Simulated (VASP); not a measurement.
Wanted: the native input for a VASP 6.6.1 run.

| Quantity | Value |
| --- | --- |
| Task | single point |
| Functional | PBEsol |
| Dispersion | D3(BJ) |
| Potentials or basis | VASP PAW PBE potentials, release 64 (Pt, Se) |
| Cutoff | 520 eV |
| k mesh | 12 × 12 × 8 |
| Occupations | gaussian, width 0.15 eV |
| Spin | no spin polarisation |
| Dipole correction | no |
| Further INCAR settings | ALGO = Normal; EDIFF = 1e-06; NBANDS = 18 |

The structure of PtSe2 lies in POSCAR:

```
PtSe2
1.0
    4.0192794499      0.0000000000      0.0000000000
   -2.0096397250      3.7236444882      0.0000000000
    0.0000000000      0.0000000000      4.6296715343
Pt Se
1 2
Direct
    0.0000000000      0.0000000000      0.0000000000
    0.3333333333      0.6666666667      0.2721511594
    0.6666666667      0.3333333333      0.7278488406
```

This cell differs from its parent crystal: normal strain along x +0.0750, normal strain along y +0.1500.

One way to write it, as run:

INCAR

```
PREC     = Accurate       # precision mode
ENCUT    = 520            # plane-wave cutoff, eV
EDIFF    = 1E-6           # SCF threshold, eV
ISMEAR   = 0              # smearing method
SIGMA    = 0.15           # smearing width, eV
LREAL    = F              # projectors in reciprocal space
LASPH    = T              # aspherical terms in the spheres
NELM     = 100            # most SCF steps
ALGO     = Normal         # electronic algorithm
ISIF     = 2              # what is computed and relaxed
LWAVE    = F              # write WAVECAR
LCHARG   = F              # write CHGCAR
GGA      = PS             # functional
IVDW     = 12             # dispersion correction
NBANDS   = 18             # bands
```

KPOINTS

```
regular mesh
0
Gamma
  12 12 8
```

Potentials or basis: VASP PAW PBE potentials, release 64 (Pt, Se).

Run with:

```sh
$ cat potpaw_PBE.64/Pt/POTCAR potpaw_PBE.64/Se/POTCAR > POTCAR
$ mpirun -np 1 vasp_std > vasp.out
```

It gave:

* Pressure: -19.3 GPa
* Largest force: 1.237 eV/Å
* Band gap on the k mesh: zero (bands 11 and 12 overlap by 0.73 eV)
* Dispersion energy per atom: -0.374 eV

Caveat: the cell differs from its parent crystal (normal strain along x +0.0750, normal strain along y +0.1500); the cell stands under tension; the PAW data sets were made with another functional, which shifts forces and pressure a little; spin-orbit coupling is left out, which moves the levels of the heavy elements.

Run time: 5.9 min on 1 thread of Intel Xeon 8259CL, on a shared host, peak memory 0.5 GiB.
